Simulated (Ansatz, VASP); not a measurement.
Two plane-wave programs on KI

```xyz
2
Lattice="0.0000 3.5328 3.5328 3.5328 0.0000 3.5328 3.5328 3.5328 0.0000" Properties=species:S:1:pos:R:3 pbc="T T T"
K     0.0000    0.0000    0.0000
I     3.5328    3.5328    3.5328
```

Alike in both runs: task electric field gradients; functional PBEsol; k mesh 3 × 3 × 3; occupations fermi-dirac, width 0.02 eV; no spin polarisation.

|  | VASP | Ansatz |
| --- | --- | --- |
| version | VASP 6.6.1 | Ansatz 0.2.0 |
| potentials or method | VASP PAW PBE potentials, release 64 (K_sv, I) | plane-wave PAW, scalar-relativistic |
| plane-wave cutoff (eV) | 400 | 420 |
| valence electrons in the cell | 16 | 26 |

Ansatz gave:

| Quantity | Value |
| --- | --- |
| gap on the k mesh at the Fermi level (eV) | 3.82 |
| pressure (GPa) | -0.2 |

Q: What did VASP give for the same quantities?

A: gap on the k mesh at the Fermi level (eV): 3.81; pressure (GPa): -0.2.

VASP's potentials were made for PBE, not for PBEsol, and Ansatz warns of the same on its side. VASP's potentials hold 16 valence electrons a cell and Ansatz's 26, so a difference there can come from the potentials and not from the codes.

The k mesh is coarse, so the values compare programs but aren't converged. Spin-orbit coupling is off throughout.
